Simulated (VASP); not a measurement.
Write the native input for VASP 6.6.1 that does the following.

```
Task                   : relaxation of cell and atoms
Functional             : PBE
Potentials or basis    : VASP PAW PBE potentials, release 64 (Hg, H)
Cutoff                 : 600 eV
k mesh                 : 6 × 6 × 4
Occupations            : gaussian, width 0.1 eV
Spin                   : no spin polarisation
Dipole correction      : no
Further INCAR settings : ALGO = Normal; EDIFF = 1e-06; IBRION = 2; EDIFFG = -0.04; NSW = 90; ISIF = 3
```

The structure of HgH lies in POSCAR:

```
HgH
1.0
    5.0344439966      0.0000000000      0.0000000000
   -2.5172219983      4.3599563950      0.0000000000
    0.0000000000      0.0000000000      4.0618809518
Hg H
3 3
Direct
    0.5000000000      0.0000000000      0.0000000000
    0.5000000000      0.5000000000      0.0000000000
    0.0000000000      0.5000000000      0.0000000000
    0.0000000000      0.0000000000      0.0000000000
    0.3333333333      0.6666666667      0.5000000000
    0.6666666667      0.3333333333      0.5000000000
```

One way to write it, as run:

INCAR

```
SYSTEM = HgH
PREC = Accurate
ENCUT = 600
EDIFF = 1E-6
ISMEAR = 0
SIGMA = 0.1
LREAL = .False.
LASPH = .True.
NELM = 60
ALGO = Normal
ISIF = 3
LWAVE = .False.
LCHARG = .False.
GGA = PE
IBRION = 2
NSW = 90
EDIFFG = -0.04
```

KPOINTS

```
regular mesh
0
Gamma
  6 6 4
  0 0 0
```

Potentials or basis: VASP PAW PBE potentials, release 64 (Hg, H).

Launch:

```sh
$ cat potpaw_PBE.64/Hg/POTCAR potpaw_PBE.64/H/POTCAR > POTCAR
$ mpirun -np 1 vasp_std > vasp.out
```

Results of the run:

```yaml
Relaxed_volume: 17.49 Å³/atom
Relaxed_cell: a = 6.266 Å, b = 6.266 Å, c = 3.086 Å, α = 90.00°, β = 90.00°, γ = 120.00°
Space_group_after_relaxing_to_0.1_Å: P6/mmm (No. 191)
Energy_gained_by_relaxing: 404.4 meV/atom
Ionic_steps: 16
Pressure_after_relaxing: -0.1 GPa
Band_gap_on_the_k_mesh: zero (an odd number of electrons rules out a gap without spin polarisation)
```

Caveat: the k points lie up to 0.51 Å⁻¹ apart in the final cell, too coarse for converged energies and pressures of a metal; the volume moved by over 15 % at a fixed basis, so the end points are rough; spin-orbit coupling is left out, which moves the levels of the heavy elements.

Wall time 3.5 min on 1 thread of Intel(R) Xeon(R) 6975P-C (Granite Rapids) (shared host), peak memory 0.25 GiB.
